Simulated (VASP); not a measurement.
Wanted: the native input for a VASP 6.6.1 run.

```yaml
Task: single point
Functional: PBEsol
Potentials_or_basis: VASP PAW PBE potentials, release 64 (I)
Cutoff: 520 eV
k_mesh: 16 × 16 × 16
Occupations: fermi-dirac, width 0.1 eV
Spin: no spin polarisation
Dipole_correction: no
Further_INCAR_settings: ALGO = Normal; EDIFF = 1e-07; NBANDS = 10
```

The structure of I lies in POSCAR:

```
I
1.0
    0.0000000000      2.1179036806      2.6170042488
    2.1177490939      0.0000000000      2.6170042488
    2.1177490939      2.1179036806      0.0000000000
I
1
Direct
    0.0000000000      0.0000000000      0.0000000000
```

The input as run:

INCAR

```
SYSTEM = I
  PREC = Accurate
  ENCUT = 520
  EDIFF = 1E-7
  ISMEAR = -1
  SIGMA = 0.1
  LREAL = .False.
  LASPH = .True.
  NELM = 100
  ALGO = Normal
  ISIF = 2
  LWAVE = .False.
  LCHARG = .False.
  GGA = PS
  NBANDS = 10
```

KPOINTS

```
Automatic mesh
0
Gamma
  16 16 16
  0 0 0
```

Potentials or basis: VASP PAW PBE potentials, release 64 (I).

The run is started by

```console
$ cat potpaw_PBE.64/I/POTCAR > POTCAR
$ mpirun -np 1 vasp_std > vasp.out
```

Results of the run:

* Pressure: 25.1 GPa

Caveat: the PAW data sets were made with another functional, which shifts forces and pressure a little; an odd number of electrons without spin polarisation forces a metal; a magnetic or distorted state may lie lower.

Wall time 100 s on 1 thread of Intel(R) Xeon(R) Platinum 8259CL CPU @ 2.50GHz (Skylake/Cascade Lake), on a shared host, peak memory 0.26 GiB.
